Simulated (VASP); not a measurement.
Zr, 2 atoms in the cell. Symmetry: Cmcm, No. 63, orthorhombic system. The conventional cell has a = 3.361 Å, b = 5.374 Å, c = 5.147 Å, α = 90.00°, β = 90.00°, γ = 90.00°. Zr (site symmetry m2m) has 12 Zr at 3.14 to 3.36 Å within 4.1 Å.  This cell differs from its parent crystal: strain +0.0400 x Voigt [1, -1, 0, 0, 0, 0].

| Property | Result |
| --- | --- |
| Program | VASP 6.6.1 |
| Task | single point |
| Functional | PBE |
| Potentials or basis | VASP PAW PBE potentials, release 64 (Zr_sv) |
| Cutoff | 520 eV |
| k mesh | 18 × 18 × 10 |
| Occupations | gaussian, width 0.15 eV |
| Spin | no spin polarisation |
| Dipole correction | no |
| Further INCAR settings | ALGO = Fast; EDIFF = 1e-07; NBANDS = 19 |

Potentials or basis: VASP PAW PBE potentials, release 64 (Zr_sv).

Run with:

```sh
$ cat potpaw_PBE.64/Zr_sv/POTCAR > POTCAR
$ mpirun -np 1 vasp_std > vasp.out
```

Hardware: 1 thread of Intel(R) Xeon(R) 6975P-C (Granite Rapids), on a shared host.

Problem. Estimate the wall time of this run.

Solution. Run time: 9 min on 1 thread of Intel(R) Xeon(R) 6975P-C (Granite Rapids), with other jobs on the host, peak memory 0.47 GiB. Counts: scf iterations 24, k points 546.
